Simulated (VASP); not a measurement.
Input of a VASP 6.6.1 run:

INCAR

```
PREC = Accurate
ENCUT = 520
EDIFF = 1E-6
ISMEAR = 0
SIGMA = 0.1
LREAL = False
LASPH = True
NELM = 60
ALGO = Normal
ISIF = 2
LWAVE = False
LCHARG = True
GGA = PE
LELF = True
LVHAR = True
NBANDS = 22
```

Contents of KPOINTS:

```
regular mesh
0
Gamma
  14 14 8
```

The input POSCAR:

```
HfBiO
1.0
    3.1275156889      0.0000000000      0.0000000000
    0.0000000000      3.1275156889      0.0000000000
    0.0000000000      0.0000000000      6.0967392221
Hf Bi O
1 1 1
Direct
    0.5000000000      0.5000000000      0.0000000000
    0.5000000000      0.5000000000      0.5000000000
    0.0000000000      0.0000000000      0.0000000000
```

Potentials or basis: VASP PAW PBE potentials, release 64 (Hf_pv, Bi_d, O).

Command:

```sh
$ cat potpaw_PBE.64/Hf_pv/POTCAR potpaw_PBE.64/Bi_d/POTCAR potpaw_PBE.64/O/POTCAR > POTCAR
$ mpirun -np 1 vasp_std > vasp.out
```

What does it give for the pressure?

-1.0 GPa.

Stress tensor (GPa, compression positive):
```
-1.37  0.00  0.00
 0.00 -1.37  0.00
 0.00  0.00 -0.39
```

Caveat: an odd number of electrons without spin polarisation forces a metal; a magnetic or distorted state may lie lower.
